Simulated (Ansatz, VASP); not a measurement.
# Two plane-wave programs on K

File INCAR:

```
PREC = Accurate
ENCUT = 500
EDIFF = 1E-6
ISMEAR = -1
SIGMA = 0.1
LREAL = False
LASPH = True
NELM = 120
ALGO = Normal
ISIF = 2
LWAVE = False
LCHARG = True
GGA = PS
LELF = True
LVHAR = True
NBANDS = 10
GGA_COMPAT = False
```

Contents of KPOINTS:

```
regular mesh
0
Gamma
  7 7 7
```

The input POSCAR:

```
K
1.0
    4.3104394900      0.0000000000      0.0000000000
    0.0000000000      4.3104394900      0.0000000000
    0.0000000000      0.0000000000      4.3104394900
K
1
Direct
    0.0000000000      0.0000000000      0.0000000000
```

Input for Ansatz:

```yaml
crystal:
  lattice:
    - [4.31043949, 0.0, 0.0]
    - [0.0, 4.31043949, 0.0]
    - [0.0, 0.0, 4.31043949]
  atoms:
    - { symbol: K, position: [0.0, 0.0, 0.0] }
kpoints:
  mp_grid:
    grid: [7, 7, 7]
hamiltonian:
  xc: pbesol
scf:
  occupations:
    method: fermi_dirac
    width: 0.1
output:
  forces: true
  stress: true
```

Alike in both runs: task single point; functional PBEsol; k mesh 7 × 7 × 7; occupations fermi-dirac, width 0.1 eV; no spin polarisation.

```csv
,VASP,Ansatz
version,VASP 6.6.1,Ansatz 0.2.0
potentials or method,"VASP PAW PBE potentials, release 64 (K_sv)","plane waves, PAW"
plane-wave cutoff (eV),500,420
valence electrons in the cell,9,9
```

|  | VASP | Ansatz | Ansatz less VASP |
| --- | --- | --- | --- |
| pressure (GPa) | -0.1 | -0.1 | +0.01 |

VASP's potentials were made for PBE, not for PBEsol. With one functional, cell and mesh, what is left measures potentials, basis and numerics.
